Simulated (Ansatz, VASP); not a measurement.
**Ta2Sn in VASP and in Ansatz**

File INCAR:

```
PREC = Accurate
ENCUT = 520
EDIFF = 1E-6
ISMEAR = 0
SIGMA = 0.1
LREAL = F
LASPH = T
NELM = 80
ALGO = Fast
ISIF = 2
LWAVE = F
LCHARG = F
GGA = PE
NBANDS = 25
```

The input KPOINTS:

```
regular mesh
0
Gamma
  12 12 12
```

The input POSCAR:

```
Ta2Sn
1.0
    0.0000000000      3.2776097094      3.2776097094
    3.2776097094      0.0000000000      3.2776097094
    3.2776097094      3.2776097094      0.0000000000
Ta Sn
2 1
Direct
    0.2500000000      0.2500000000      0.2500000000
    0.5000000000      0.5000000000      0.5000000000
    0.0000000000      0.0000000000      0.0000000000
```

Input for Ansatz:

```yaml
crystal:
  lattice:
    - [0.0, 3.2776097094, 3.2776097094]
    - [3.2776097094, 0.0, 3.2776097094]
    - [3.2776097094, 3.2776097094, 0.0]
  atoms:
    - { symbol: Ta, position: [0.25, 0.25, 0.25] }
    - { symbol: Ta, position: [0.5, 0.5, 0.5] }
    - { symbol: Sn, position: [0.0, 0.0, 0.0] }
basis:
  ecutwfc: 420
kpoints:
  mp_grid: { grid: [12, 12, 12] }
  band_path:
    path:
      - [[0.0, 0.0, 0.0], [-0.5, -0.5, 0.0], [-0.375, -0.375, 0.25]]
      - [[-0.375, 0.0, 0.375], [0.0, 0.0, 0.0], [0.0, 0.0, 0.5], [-0.5, -0.25, 0.25], [-0.5, -0.5, 0.0]]
    npoints: 14
hamiltonian:
  xc: pbe
scf:
  occupations: { method: gaussian, width: 0.1 }
  n_extra_bands: 7
output:
  forces: true
  stress: true
  eigenvalues: true
  populations: true
  dos: { projected: true, de: 0.02, nscf_kmesh: { grid: [15, 15, 15] } }
  bader: true
  write_density: true
  write_potential: true
  elf: true
  volumetric_format: npy
```

Alike in both runs: task single point; functional PBE; k mesh 12 × 12 × 12; occupations gaussian, width 0.1 eV; no spin polarisation.

|  | VASP | Ansatz |
| --- | --- | --- |
| version | VASP 6.6.1 | Ansatz 0.2.0 |
| potentials or method | VASP PAW PBE potentials, release 64 (Ta_pv, Sn_d), cutoff 520 eV | scalar-relativistic, plane waves, PAW |
| valence electrons in the cell | 36 | 40 |

```csv
,VASP,Ansatz,Ansatz less VASP
gap on the k mesh at the Fermi level (eV),none,none,-
pressure (GPa),0.0,0.0,0.00
```

A gap of «none» marks a metal or a gap that the smearing closes. VASP's potentials hold 36 valence electrons a cell and Ansatz's 40, so a difference there can come from the potentials and not from the codes.

Spin-orbit coupling is off throughout.
